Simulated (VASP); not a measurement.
Crystal: Cr.

```xyz
1
Lattice="0.0000 1.8167 1.8167 1.8167 0.0000 1.8167 1.8167 1.8167 0.0000" Properties=species:S:1:pos:R:3 pbc="T T T"
Cr    0.0000    0.0000    0.0000
```

This isn't the form of Cr at room conditions, which is bcc.

| Property | Result |
| --- | --- |
| Program | VASP 6.6.1 |
| Task | relaxation of cell and atoms |
| Functional | BLYP |
| Potentials or basis | VASP PAW PBE potentials, release 64 (Cr_pv) |
| Cutoff | 500 eV |
| k mesh | 15 × 15 × 15 |
| Occupations | fermi-dirac, width 0.1 eV |
| Spin | no spin polarisation |

At the start: pressure 5.2 GPa; volume 11.99 Å³/atom.

How do energy, volume and symmetry change on relaxing?

Over 3 steps the energy falls by 4.4 meV/atom and the volume is 12.27 Å³/atom (+2.3 %); space group Fm-3m (No. 225, to 0.1 Å) before and after.

The path:
| step | energy change (eV) | largest force (eV/Å) | pressure (GPa) | volume (Å³) |
| --- | --- | --- | --- | --- |
| 1 | 0.0000 | 0.0000 | 5.20 | 11.99 |
| 2 | 0.0043 | 0.0000 | -6.68 | 12.68 |
| 3 | -0.0044 | 0.0000 | -0.07 | 12.27 |

Final structure:
```
CELL_PARAMETERS angstrom
0.00000 1.83080 1.83080
1.83080 0.00000 1.83080
1.83080 1.83080 0.00000
ATOMIC_POSITIONS crystal
Cr 0.00000 0.00000 0.00000
```

Caveat: the PAW data sets were made with another functional, which shifts forces and pressure a little; the run has no spin polarisation, though such a crystal can be magnetic.
